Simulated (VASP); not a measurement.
Wanted: the native input for a VASP 6.6.1 run.

```
Task                   : single point
Functional             : LDA
Potentials or basis    : VASP PAW LDA potentials, release 64 (Al)
Cutoff                 : 520 eV
k mesh                 : 14 × 14 × 14
Occupations            : gaussian, width 0.2 eV
Spin                   : no spin polarisation
Dipole correction      : no
Further INCAR settings : ALGO = Normal; EDIFF = 1e-06; NBANDS = 8
```

The structure of Al lies in POSCAR:

```
Al
1.0
    0.0000000000      1.9916090303      1.9916090303
    1.9916090303      0.0000000000      1.9916090303
    1.9916090303      1.9916090303      0.0000000000
Al
1
Direct
    0.0000000000      0.0000000000      0.0000000000
```

One way to write it, as run:

INCAR

```
ALGO = Normal ; EDIFF = 1E-6
ENCUT = 520 ; ISIF = 2
ISMEAR = 0 ; LASPH = T
LCHARG = T ; LELF = T
LREAL = F ; LVHAR = T
LWAVE = F ; NBANDS = 8
NELM = 100 ; PREC = Accurate
SIGMA = 0.2
```

KPOINTS

```
k-points
0
Gamma
  14 14 14
```

Potentials or basis: VASP PAW LDA potentials, release 64 (Al).

Command:

```bash
$ cat potpaw_LDA.64/Al/POTCAR > POTCAR
$ mpirun -np 1 vasp_std > vasp.out
```

It gave:

The pressure is -0.1 GPa.

Wall time 16 s on 1 thread of AMD EPYC 7R13, with other jobs on the host, peak memory 0.13 GiB.
